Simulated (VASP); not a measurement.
# AlRu (Pm-3m) in VASP: notebook, part 2 of 2

VASP 6.6.1.

### 3 Electric field gradients, PBE

Contents of INCAR:

```
SYSTEM = AlRu
PREC = Accurate ; ENCUT = 520
EDIFF = 1E-8 ; ISMEAR = -1
SIGMA = 0.05 ; LREAL = .FALSE.
LASPH = .TRUE. ; NELM = 60
ALGO = Normal ; ISIF = 2
LWAVE = .FALSE. ; LCHARG = .FALSE.
GGA = PE ; LEFG = .TRUE.
NBANDS = 16
```

Contents of KPOINTS:

```
Automatic mesh
0
G
  12 12 12
  0 0 0
```

Contents of POSCAR:

```
AlRu
1.0
    2.9916000000      0.0000000000      0.0000000000
    0.0000000000      2.9916000000      0.0000000000
    0.0000000000      0.0000000000      2.9916000000
Al Ru
1 1
Direct
    0.0000000000      0.0000000000      0.0000000000
    0.5000000000      0.5000000000      0.5000000000
```

Potentials or basis: VASP PAW PBE potentials, release 64 (Al, Ru_pv).

The run is started by

```console
$ cat potpaw_PBE.64/Al/POTCAR potpaw_PBE.64/Ru_pv/POTCAR > POTCAR
$ mpirun -np 1 vasp_std > vasp.out
```

OUTCAR:

```text
SYSTEM = AlRu
   PREC = Accurate
   ENCUT = 520
   EDIFF = 1E-8
   ISMEAR = -1
   LREAL = .FALSE.
   LASPH = .TRUE.
   NELM = 60
   ISIF = 2
   GGA = PE

 ion  position               nearest neighbor table
   1  0.000  0.000  0.000-   2 2.59   2 2.59   2 2.59   2 2.59   2 2.59   2 2.59   2 2.59   2 2.59

   2  0.500  0.500  0.500-   1 2.59   1 2.59   1 2.59   1 2.59   1 2.59   1 2.59   1 2.59   1 2.59

  LATTYP: Found a simple cubic cell.
 ALAT       =     2.9916000000

  Lattice vectors:

 A1 = (   2.9916000000,   0.0000000000,   0.0000000000)
 A2 = (   0.0000000000,   2.9916000000,   0.0000000000)
 A3 = (   0.0000000000,   0.0000000000,   2.9916000000)

Analysis of symmetry for initial positions (statically):
=====================================================================
 Subroutine PRICEL returns:
 Original cell was already a primitive cell.

 Routine SETGRP: Setting up the symmetry group for a
 simple cubic supercell.

 Subroutine GETGRP returns: Found 48 space group operations
 (whereof 48 operations were pure point group operations)
 out of a pool of 48 trial point group operations.

The static configuration has the point symmetry O_h .

Analysis of symmetry for dynamics (positions and initial velocities):
=====================================================================
 Subroutine PRICEL returns:
 Original cell was already a primitive cell.

 Routine SETGRP: Setting up the symmetry group for a
 simple cubic supercell.

 Subroutine GETGRP returns: Found 48 space group operations
 (whereof 48 operations were pure point group operations)
 out of a pool of 48 trial point group operations.

The dynamic configuration has the point symmetry O_h .

 Subroutine INISYM returns: Found 48 space group operations
 (whereof 48 operations are pure point group operations),
 and found     1 'primitive' translations

----------------------------------------------------------------------------------------

                                     Primitive cell

  volume of cell :      26.7738

  direct lattice vectors                    reciprocal lattice vectors
     2.991600000  0.000000000  0.000000000     0.334269287  0.000000000  0.000000000
     0.000000000  2.991600000  0.000000000     0.000000000  0.334269287  0.000000000
     0.000000000  0.000000000  2.991600000     0.000000000  0.000000000  0.334269287

  length of vectors
     2.991600000  2.991600000  2.991600000     0.334269287  0.334269287  0.334269287

  position of ions in fractional coordinates (direct lattice)
     0.000000000  0.000000000  0.000000000
     0.500000000  0.500000000  0.500000000

  ion indices of the primitive-cell ions
   primitive index   ion index
                 1           1
                 2           2

----------------------------------------------------------------------------------------

 KPOINTS: Automatic mesh

Automatic generation of k-mesh.
 Grid dimensions read from file:
[... 62 lines left out ...]
   LASPH  =      T    aspherical Exc in radial PAW
   ENCUT  =  520.0 eV  38.22 Ry    6.18 a.u.   5.56  5.56  5.56*2*pi/ulx,y,z
   NELM   =     60;   NELMIN=  2; NELMDL= -5     # of ELM steps
   EDIFF  = 0.1E-07   stopping-criterion for ELM
   LREAL  =      F    real-space projection
   EDIFFG = 0.1E-06   stopping-criterion for IOM
   NSW    =      0    number of steps for IOM
   IBRION =     -1    ionic relax: 0-MD 1-quasi-New 2-CG
   NFREE  =      0    steps in history (QN), initial steepest desc. (CG)
   ISIF   =      2    stress and relaxation
   ISYM   =      2    0-nonsym 1-usesym 2-fastsym
   POTIM  = 0.5000    time-step for ionic-motion
   TEBEG  =    0.0;   TEEND  =   0.0 temperature during run
   PSTRESS=    0.0 pullay stress
   NELECT =      17.0000    total number of electrons
   NUPDOWN=      -1.0000    fix difference up-down
   EMIN   =  10.00;   EMAX   =-10.00  energy-range for DOS
   EFERMI =   0.00;   METHOD = LEGACY
   ISMEAR =    -1;   SIGMA  =   0.05  broadening in eV -4-tet -1-fermi 0-gaus
   EFERMI_NEDOS =   21; number of points for ismear=-14 and -15
   IALGO  =     38    algorithm
   IMIX   =      4    mixing-type and parameters
     AMIX     =   0.40;   BMIX     =  1.00
     AMIX_MAG =   1.60;   BMIX_MAG =  1.00
  volume/ion in A,a.u.               =      13.39        90.34
  Fermi-wavevector in a.u.,A,eV,Ry     =   1.407087  2.659009 26.938090  1.979894
  Thomas-Fermi vector in A             =   2.529382
   LORBIT       =      0    0 simple, 1 ext, 2 COOP (PROOUT), +10 PAW based schemes
   GGA     = PE    functional components
[... 5 lines left out ...]
 non-spin polarized calculation
  energy-cutoff  :      520.00
  volume of cell :       26.77
 maximum number of plane-waves:       739
 NGX is ok and might be reduce to    24
   NGX = 11   NGY = 11   NGZ = 11

 number of electron      16.9999995 magnetization

 Free energy of the ion-electron system (eV)
  ---------------------------------------------------
  ext. energy  EPLUGINS =         0.00000000
  ---------------------------------------------------
  free energy    TOTEN  =       -14.26871510 eV

  energy without entropy =      -14.25681449  energy(sigma->0) =      -14.26276479

 E-fermi :  10.7051     XC(G=0): -12.5666

 val. band max:       10.6984298359   @ k =   0.4167   0.3333   0.1667
 cond. band min:      10.7178901864   @ k =   0.2500   0.0833   0.0833
 fundamental gap:      0.0194603504
 Fermi energy:        10.7051452027

 k-point     1 :       0.0000    0.0000    0.0000
  band No.  band energies     occupation
      1     -31.0542      2.00000
      2     -31.0542      2.00000
      3     -31.0542      2.00000
      4       1.0419      2.00000
      5       7.1515      2.00000
      6       7.1515      2.00000
[... 433 lines left out ...]
      3     -31.0240      2.00000
      4       4.6965      2.00000
      5       6.8030      2.00000
      6       8.8075      2.00000
[... 8 lines left out ...]
     15      23.0895      0.00000
     16      25.9073      0.00000

 [... further k-points ...]
[... 5 lines left out ...]
  --------------------------------------------------------------------------------------
  -------------------------------------------------------------------------------------
  Total        0.4089816      0.4089816      0.4089816     -0.0000000     -0.0000000      0.0000000
  in kB       24.4739316     24.4739316     24.4739316     -0.0000000     -0.0000000      0.0000000
  external PRESSURE =      24.4739316 kB  Pullay stress =       0.0000000 kB

 VOLUME and BASIS-vectors are now :
 -----------------------------------------------------------------------------
  energy-cutoff  :      520.00
  volume of cell :       26.77
      direct lattice vectors                 reciprocal lattice vectors
     2.991600000  0.000000000  0.000000000     0.334269287  0.000000000  0.000000000
     0.000000000  2.991600000  0.000000000     0.000000000  0.334269287  0.000000000
     0.000000000  0.000000000  2.991600000     0.000000000  0.000000000  0.334269287

 POSITION                                       TOTAL-FORCE (eV/Angst)
 -----------------------------------------------------------------------------------
      0.00000      0.00000      0.00000         0.000000      0.000000      0.000000
      1.49580      1.49580      1.49580         0.000000      0.000000      0.000000
 -----------------------------------------------------------------------------------
    total drift:                                0.000000     -0.000000     -0.000000

  FREE ENERGIE OF THE ION-ELECTRON SYSTEM (eV)
  ---------------------------------------------------
  free  energy   TOTEN  =       -14.2687150950 eV

  energy  without entropy=      -14.2568144863  energy(sigma->0) =      -14.26276479

 Electric field gradients (V/A^2)
---------------------------------------------------------------------
 ion       V_xx      V_yy      V_zz      V_xy      V_xz      V_yz
---------------------------------------------------------------------
   1       0.000    -0.000    -0.000     0.000    -0.000    -0.000
   2       0.000     0.000     0.000     0.000    -0.000    -0.000
---------------------------------------------------------------------

 Electric field gradients after diagonalization (V/A^2)
 (convention: |V_zz| > |V_xx| > |V_yy|)
----------------------------------------------------------------------
 ion       V_xx      V_yy      V_zz     asymmetry (V_yy - V_xx)/ V_zz
----------------------------------------------------------------------
   1       0.000    -0.000    -0.000       0.407
   2       0.000     0.000     0.000      -0.030
----------------------------------------------------------------------

           NMR quadrupolar parameters

 Cq : quadrupolar parameter    Cq=e*Q*V_zz/h
 eta: asymmetry parameters     (V_yy - V_xx)/ V_zz
 Q  : nuclear electric quadrupole moment in mb (millibarn)
----------------------------------------------------------------------
 ion       Cq(MHz)       eta       Q (mb)
----------------------------------------------------------------------
   1      -0.000       0.407       1.000
   2       0.000      -0.030       1.000
----------------------------------------------------------------------
```

OSZICAR:

```text
N       E                     dE             d eps       ncg     rms          rms(c)
DAV:   1     0.117538694143E+03    0.11754E+03   -0.91351E+03  2728   0.982E+02
DAV:   2    -0.130356456351E+02   -0.13057E+03   -0.12443E+03  3208   0.293E+02
DAV:   3    -0.149299011694E+02   -0.18943E+01   -0.18887E+01  3472   0.370E+01
DAV:   4    -0.149434363134E+02   -0.13535E-01   -0.13521E-01  3336   0.330E+00
DAV:   5    -0.149436423654E+02   -0.20605E-03   -0.20576E-03  3272   0.385E-01    0.122E+01
DAV:   6    -0.143556448624E+02    0.58800E+00   -0.23051E+00  2920   0.164E+01    0.233E+00
DAV:   7    -0.142842023124E+02    0.71443E-01   -0.17459E-01  2856   0.472E+00    0.204E+00
DAV:   8    -0.142688702579E+02    0.15332E-01   -0.17370E-02  3144   0.104E+00    0.187E-01
DAV:   9    -0.142687216587E+02    0.14860E-03   -0.25436E-04  3328   0.130E-01    0.123E-01
DAV:  10    -0.142687167270E+02    0.49317E-05   -0.23384E-05  3080   0.531E-02    0.509E-03
DAV:  11    -0.142687155999E+02    0.11271E-05   -0.74878E-07  3528   0.933E-03    0.378E-03
DAV:  12    -0.142687151006E+02    0.49931E-06   -0.37220E-08  3208   0.180E-03    0.229E-04
DAV:  13    -0.142687150950E+02    0.55577E-08   -0.64997E-10  1840   0.243E-04
   1 F= -.14268715E+02 E0= -.14262765E+02  d E =-.119006E-01
```

Run time: 12 s. Hardware: 1 thread of Intel Xeon 6975P-C (Granite Rapids), shared host; peak memory 0.16 GiB.

Results:

```yaml
Free_energy: -14.2687 eV
Pressure: 2.4 GPa
```

Caveat: without QUAD_EFG the Cq values of the log hold for a quadrupole moment of 1 mb, not for the nuclei.

### 4 Electric field gradients, PBE (volume scaled by 1.02)

Contents of INCAR:

```
PREC = Accurate
ENCUT = 520
EDIFF = 1E-8
ISMEAR = -1
SIGMA = 0.05
LREAL = F
LASPH = T
NELM = 80
ALGO = Normal
ISIF = 2
LWAVE = F
LCHARG = F
GGA = PE
LEFG = T
NBANDS = 16
```

Contents of KPOINTS:

```
Automatic mesh
0
Gamma
  12 12 12
```

Contents of POSCAR:

```
AlRu
1.0
    3.0114124979      0.0000000000      0.0000000000
    0.0000000000      3.0114124979      0.0000000000
    0.0000000000      0.0000000000      3.0114124979
Al Ru
1 1
Direct
    0.0000000000      0.0000000000      0.0000000000
    0.5000000000      0.5000000000      0.5000000000
```

Potentials or basis: VASP PAW PBE potentials, release 64 (Al, Ru_pv).

The run is started by

```console
$ cat potpaw_PBE.64/Al/POTCAR potpaw_PBE.64/Ru_pv/POTCAR > POTCAR
$ mpirun -np 1 vasp_std > vasp.out
```

OUTCAR:

```text
PREC = Accurate
   ENCUT = 520
   EDIFF = 1E-8
   ISMEAR = -1
   LREAL = F
   LASPH = T
   NELM = 80
   ISIF = 2
   GGA = PE

 ion  position               nearest neighbor table
   1  0.000  0.000  0.000-   2 2.61   2 2.61   2 2.61   2 2.61   2 2.61   2 2.61   2 2.61   2 2.61

   2  0.500  0.500  0.500-   1 2.61   1 2.61   1 2.61   1 2.61   1 2.61   1 2.61   1 2.61   1 2.61

  LATTYP: Found a simple cubic cell.
 ALAT       =     3.0114124979

  Lattice vectors:

 A1 = (   3.0114124979,   0.0000000000,   0.0000000000)
 A2 = (   0.0000000000,   3.0114124979,   0.0000000000)
 A3 = (   0.0000000000,   0.0000000000,   3.0114124979)

[... 667 lines left out ...]
  free  energy   TOTEN  =       -14.2701655933 eV

  energy  without entropy=      -14.2578580787  energy(sigma->0) =      -14.26401184

 Electric field gradients (V/A^2)
---------------------------------------------------------------------
 ion       V_xx      V_yy      V_zz      V_xy      V_xz      V_yz
---------------------------------------------------------------------
   1      -0.000    -0.000    -0.000    -0.000    -0.000    -0.000
   2      -0.000    -0.000     0.000    -0.000    -0.000    -0.000
---------------------------------------------------------------------

 Electric field gradients after diagonalization (V/A^2)
 (convention: |V_zz| > |V_xx| > |V_yy|)
----------------------------------------------------------------------
 ion       V_xx      V_yy      V_zz     asymmetry (V_yy - V_xx)/ V_zz
----------------------------------------------------------------------
   1      -0.000    -0.000    -0.000      -0.175
   2       0.000    -0.000    -0.000       1.524
----------------------------------------------------------------------

           NMR quadrupolar parameters

 Cq : quadrupolar parameter    Cq=e*Q*V_zz/h
 eta: asymmetry parameters     (V_yy - V_xx)/ V_zz
 Q  : nuclear electric quadrupole moment in mb (millibarn)
----------------------------------------------------------------------
 ion       Cq(MHz)       eta       Q (mb)
----------------------------------------------------------------------
   1      -0.000      -0.175       1.000
   2      -0.000       1.524       1.000
----------------------------------------------------------------------
```

stdout:

```text
POSCAR found type information on POSCAR AlRu
 POSCAR found :  2 types and       2 ions
 scaLAPACK will be used
 LDA part: xc-table for (Slater+PW92), standard interpolation
 POSCAR, INCAR and KPOINTS ok, starting setup
 FFT: planning ... GRIDC
 FFT: planning ... GRID_SOFT
 FFT: planning ... GRID
 WAVECAR not read
 entering main loop
ion   1

ion   2
```

Run time: 12 s. Hardware: 1 thread of Intel Xeon 6975P-C (Granite Rapids), shared host; peak memory 0.16 GiB.

Results:

* Free energy: -14.2702 eV
* Pressure: -1.6 GPa

Caveat: without QUAD_EFG the Cq values of the log hold for a quadrupole moment of 1 mb, not for the nuclei.
